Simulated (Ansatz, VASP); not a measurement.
# La in VASP and in Ansatz

```
La
1.0
    -2.05653    2.05653    2.05653
     2.05653   -2.05653    2.05653
     2.05653    2.05653   -2.05653
La
1
Direct
  0.00000 0.00000 0.00000
```

Change from the starting cell: volume scaled by 0.92, LAPW.

Alike in both runs: task single point; functional PBE; k mesh 13 × 13 × 13; occupations fermi-dirac, width 0.08 eV; no spin polarisation.

|  | VASP | Ansatz |
| --- | --- | --- |
| version | VASP 6.6.1 | Ansatz 0.2.0 |
| potentials or method | VASP PAW PBE potentials, release 64 (La), cutoff 520 eV | all-electron LAPW, scalar-relativistic |

|  | VASP | Ansatz | Ansatz less VASP |
| --- | --- | --- | --- |
| pressure (GPa) | 2.6 | 2.6 | -0.02 |

Ansatz ran all-electron here, and VASP with PAW potentials.

Neither program's run includes spin-orbit coupling.
